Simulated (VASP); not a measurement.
A run of VASP 6.6.1 is set up as follows.

The input INCAR:

```
PREC     = Accurate       # precision mode
ENCUT    = 520            # plane-wave cutoff, eV
EDIFF    = 1E-6           # SCF threshold, eV
ISMEAR   = -1             # smearing method
SIGMA    = 0.2602         # smearing width, eV
LREAL    = F              # projectors in reciprocal space
LASPH    = T              # aspherical terms in the spheres
NELM     = 120            # most SCF steps
ALGO     = Normal         # electronic algorithm
ISIF     = 2              # what is computed and relaxed
LWAVE    = F              # write WAVECAR
LCHARG   = F              # write CHGCAR
GGA      = PE             # functional
ISYM     = 0            
NBANDS   = 87             # bands
GGA_COMPAT= F
```

File KPOINTS:

```
Automatic mesh
0
Gamma
  1 1 1
  0.25 0.25 0.25
```

Contents of POSCAR:

```
TiC
1.0
    5.9470330000      0.1677040000     -0.0467090000
    0.1677040000      5.6385680000      0.0272880000
   -0.0467090000      0.0272880000      5.8999950000
Ti C
9 9
Direct
    0.6243610948      0.6808607542      0.1157829717
    0.5300597034      0.7800811387      0.5962079128
    0.2110221059      0.1808122796      0.1285698761
    0.7407694777      0.1508077381      0.3439720474
   -0.0039070625      0.4700089555      0.4941649782
    0.0858464478      0.6360837896      1.0362982252
    0.4570961752      0.2252515123      0.6425232296
    0.8735849535      0.0994354756      0.8569927406
    0.1399079063     -0.1342114683      0.4818372424
    0.2911159217      0.5432664998      0.3132363803
    0.8411773512      0.3678699441      0.0951150158
    0.4696163685     -0.0335445998      0.9071373240
    0.4095665998     -0.0105407964      0.3631281185
    0.9291370376      0.9213972407      0.1656774241
    0.2781048178      0.8481661477      0.8231900603
    0.7475337662      0.5166567622      0.8439354652
    0.6832118183      0.4267230002      0.6130164049
    0.0977260790      0.3174502385      0.7607076117
```

Potentials or basis: VASP PAW PBE potentials, release 64 (Ti_sv, C).

The run is started by

```sh
$ cat potpaw_PBE.64/Ti_sv/POTCAR potpaw_PBE.64/C/POTCAR > POTCAR
$ mpirun -np 1 vasp_std > vasp.out
```

Problem. Estimate the largest force.

Solution. 7.708 eV/Å.

Problem. Predict the pressure.

Solution. 14.1 GPa.

Forces on the atoms (eV/Å):
```
Ti  -1.530  1.795  1.221
Ti   3.780 -4.157  1.754
Ti   1.232 -0.520 -0.219
Ti  -1.205 -0.697 -2.175
Ti   0.669 -0.075 -0.318
Ti   0.997  0.089 -2.385
Ti  -7.497  0.938  1.524
Ti  -1.715 -0.594 -0.931
Ti  -2.846  1.078 -0.536
C    0.230 -0.962 -0.637
C   -0.293  2.189 -0.618
C    0.697  0.339 -0.040
C    1.728  1.840 -1.179
C    0.221 -1.306  1.252
C   -0.212  1.073  1.095
C    0.053 -1.582 -0.845
C    2.252  1.228  1.469
C    3.440 -0.678  1.566
```

Caveat: the k points lie up to 1.12 Å⁻¹ apart, too coarse for converged energies, forces and pressures; the atoms stand as in a frame of molecular dynamics; so wide a smearing shifts energies and pressures.
